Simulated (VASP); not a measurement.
Write the native input for VASP 6.6.1 that does the following.

- Task: single point
- Functional: PBE
- Potentials or basis: VASP PAW PBE potentials, release 64 (Bi_d)
- Cutoff: 520 eV
- k mesh: 12 × 12 × 8
- Occupations: fermi-dirac, width 0.1 eV
- Spin: no spin polarisation
- Dipole correction: no
- Further INCAR settings: ALGO = Normal; EDIFF = 1e-06; NBANDS = 22

The structure of Bi lies in POSCAR:

```
Bi
1.0
   -3.2499980321      3.2852165224      1.7336045205
    3.2852165224     -3.2499980321      1.7336045205
    3.2267488918      3.2267488918     -1.6691017910
Bi
2
Direct
    0.0001780374      0.9998219626      1.0000000000
    0.7498219626      0.2501780374      0.5000000000
```

This cell differs from its parent crystal: volume scaled by 1.08.

The input as run:

INCAR

```
SYSTEM = Bi
PREC = Accurate
ENCUT = 520
EDIFF = 1E-6
ISMEAR = -1
SIGMA = 0.1
LREAL = .False.
LASPH = .True.
NELM = 100
ALGO = Normal
ISIF = 2
LWAVE = .False.
LCHARG = .True.
GGA = PE
LELF = .True.
LVHAR = .True.
NBANDS = 22
```

KPOINTS

```
regular mesh
0
Gamma
  12 12 8
  0 0 0
```

Potentials or basis: VASP PAW PBE potentials, release 64 (Bi_d).

The run is started by

```bash
$ cat potpaw_PBE.64/Bi_d/POTCAR > POTCAR
$ mpirun -np 1 vasp_std > vasp.out
```

It gave:

| Quantity | Value |
| --- | --- |
| Pressure | -3.1 GPa |
| Largest force | 0.012 eV/Å |
| Band gap on the k mesh | zero (band 15 reaches 9.01 eV, above the bottom of band 16 at 4.19 eV) |

Caveat: spin-orbit coupling is left out, which moves the levels of the heavy elements.

Run time: 12 min on 1 thread of AMD EPYC 7R13 Processor (Zen 3), with other jobs on the host, peak memory 0.49 GiB.
